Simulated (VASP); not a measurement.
Here is a VASP 6.6.1 calculation.

INCAR

```
SYSTEM = Re
ALGO = Normal
EDIFF = 1E-6
ENCUT = 600
GGA = PE
GGA_COMPAT = .FALSE.
ISIF = 2
ISMEAR = 0
LASPH = .TRUE.
LCHARG = .TRUE.
LELF = .TRUE.
LREAL = .FALSE.
LVHAR = .TRUE.
LWAVE = .FALSE.
NBANDS = 14
NELM = 120
PREC = Accurate
SIGMA = 0.1
```

File KPOINTS:

```
k-points
0
G
  9 9 4
  0 0 0
```

Contents of POSCAR:

```
Re
1.0
    2.6970012586      0.0000000000      0.0000000000
   -1.3485006293      2.3356716040      0.0000000000
    0.0000000000      0.0000000000      4.7317232558
Re
2
Direct
    0.6666666700      0.3333333300      0.7500000000
    0.3333333300      0.6666666700      0.2500000000
```

Potentials or basis: VASP PAW PBE potentials, release 64 (Re).

Launch:

```console
$ cat potpaw_PBE.64/Re/POTCAR > POTCAR
$ mpirun -np 1 vasp_std > vasp.out
```

(1) Predict the pressure.

(2) Predict the band gap on the k mesh.

Results:

(1) 3.2 GPa.

(2) zero (band 7 reaches 9.10 eV, above the bottom of band 8 at 6.35 eV).

Caveat: the cell differs from its parent crystal (Ta replaced by Re, lengths x 0.933, strained); spin-orbit coupling is left out, which moves the levels of the heavy elements.
